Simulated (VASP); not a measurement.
**CaNb2O5: single point with PBE**

CaNb2O5:

```
Ca Nb O
1.0
     6.64205    0.00000    0.00000
    -3.32103    5.75219    0.00000
     0.00000    0.00000    3.94206
Ca Nb O
1 2 5
Direct
  0.00000 0.00000 0.50000
  0.33333 0.66667 0.00000
  0.66667 0.33333 0.00000
  0.33333 0.66667 0.50000
  0.00000 0.50000 0.00000
  0.50000 0.50000 0.00000
  0.50000 0.00000 0.00000
  0.66667 0.33333 0.50000
```

```json
{"Program": "VASP 6.6.1", "Task": "single point", "Functional": "PBE", "Potentials or basis": "VASP PAW PBE potentials, release 64 (Ca_sv, Nb_sv, O)", "Cutoff": "520 eV", "k mesh": "6 × 6 × 10", "Occupations": "gaussian, width 0.1 eV", "Spin": "no spin polarisation"}
```

```
Pressure               : -0.2 GPa
Band gap on the k mesh : zero (band 33 reaches 5.14 eV, above the bottom of band 34 at 3.89 eV)
```

Stress tensor (GPa, compression positive):
```
-0.26  0.00  0.00
 0.00 -0.26  0.00
 0.00  0.00 -0.17
```

Levels at points of the mesh, in eV from the Fermi level:
| k point | band 29 | band 30 | band 31 | band 32 | band 33 | band 34 | band 35 | band 36 | band 37 | band 38 |
| --- | --- | --- | --- | --- | --- | --- | --- | --- | --- | --- |
| (0.00, 0.00, 0.00) | -3.50 | -3.30 | -3.30 | -3.04 | -1.85 | -0.50 | -0.50 | 0.24 | 0.24 | 0.91 |
| (0.50, 0.00, 0.00) | -3.67 | -3.43 | -3.42 | -3.30 | -0.97 | -0.42 | 0.42 | 1.03 | 1.19 | 1.46 |
| (0.00, 0.00, 0.50) | -4.73 | -4.48 | -2.63 | -2.63 | 0.37 | 0.37 | 0.44 | 1.07 | 1.07 | 1.30 |
| (0.50, 0.00, 0.50) | -4.60 | -3.48 | -3.05 | -2.67 | 0.56 | 0.87 | 1.29 | 1.31 | 1.49 | 1.57 |

Run time: 3.4 min on 1 thread of Intel(R) Xeon(R) 6975P-C (Granite Rapids), with other jobs on the host, peak memory 0.4 GiB.
